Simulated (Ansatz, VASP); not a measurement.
Mg3HO3: VASP beside Ansatz

The input INCAR:

```
ALGO = Normal ; DIPOL = 0.5 0.5 0.303
EDIFF = 1E-6 ; ENCUT = 520
GGA = PS ; IDIPOL = 3
ISIF = 2 ; ISMEAR = 0
ISPIN = 2 ; LASPH = T
LCHARG = T ; LDIPOL = T
LELF = T ; LORBIT = 11
LREAL = F ; LVACPOTAV = T
LVHAR = T ; LWAVE = F
MAGMOM = 0 0 0 0 0 0 1 ; NBANDS = 26
NELM = 150 ; PREC = Accurate
SIGMA = 0.05
```

The input KPOINTS:

```
k-points
0
Gamma
  9 9 1
```

POSCAR

```
Mg3HO3
1.0
    2.9804137519      0.0000000000      0.0000000000
    0.0000000000      2.9804137519      0.0000000000
    0.0000000000      0.0000000000     21.2399431533
Mg O H
3 3 1
Direct
    0.5000000000      0.5000000000      0.1883244212
    0.0000000000      0.0000000000      0.2877909891
    0.5000000000      0.5000000000      0.3857349348
    0.0000000000      0.0000000000      0.1883244212
    0.5000000000      0.5000000000      0.2873494718
    0.0000000000      0.0000000000      0.3879456312
    0.5000000000      0.0000000000      0.3978326633
```

Input for Ansatz:

```yaml
crystal:
  lattice:
    - [2.9804137519, 0.0, 0.0]
    - [0.0, 2.9804137519, 0.0]
    - [0.0, 0.0, 21.2399431533]
  atoms:
    - { symbol: Mg, position: [0.5, 0.5, 0.1883244212] }
    - { symbol: O, position: [0.0, 0.0, 0.1883244212] }
    - { symbol: Mg, position: [0.0, 0.0, 0.2877909891] }
    - { symbol: O, position: [0.5, 0.5, 0.2873494718] }
    - { symbol: Mg, position: [0.5, 0.5, 0.3857349348] }
    - { symbol: O, position: [0.0, 0.0, 0.3879456312] }
    - { symbol: H, position: [0.5, 0.0, 0.3978326633], spin: 1.0 }
basis:
  ecutwfc: 420
kpoints:
  mp_grid: { grid: [9, 9, 1] }
hamiltonian:
  xc: pbesol
  pseudopotentials: { kind: paw, azcp: { folder: soft_1 } }
scf:
  occupations: { method: gaussian, width: 0.05 }
output:
  forces: true
  eigenvalues: true
  populations: true
magnetization:
  spin_polarized: true
efield:
  axis: 3
  dipole_correction: true
  ramp_width: 0.04
```

Alike in both runs: task single point; functional PBEsol; k mesh 9 × 9 × 1; occupations gaussian, width 0.05 eV; collinear spin.

```csv
,VASP,Ansatz
version,VASP 6.6.1,Ansatz 0.2.0
potentials or method,"VASP PAW PBE potentials, release 64 (Mg, O, H), cutoff 520 eV","scalar-relativistic, plane waves, PAW"
valence electrons in the cell,25,49
```

```tsv
	VASP	Ansatz	Ansatz less VASP
gap on the k mesh at the Fermi level (eV)	none	none	-
rms of the force components (eV/Å)	0.400	0.393	-0.0066
net moment per atom (μB)	0.00	0.00	0.000
work function, face that differs most (eV)	1.78	1.79	+0.012
```

VASP's potentials were made for PBE, not for PBEsol, and Ansatz warns of the same on its side. A gap of «none» marks a metal or a gap that the smearing closes. VASP's potentials hold 25 valence electrons a cell and Ansatz's 49, so a difference there can come from the potentials and not from the codes. Ansatz's warnings: seeded moment not kept.
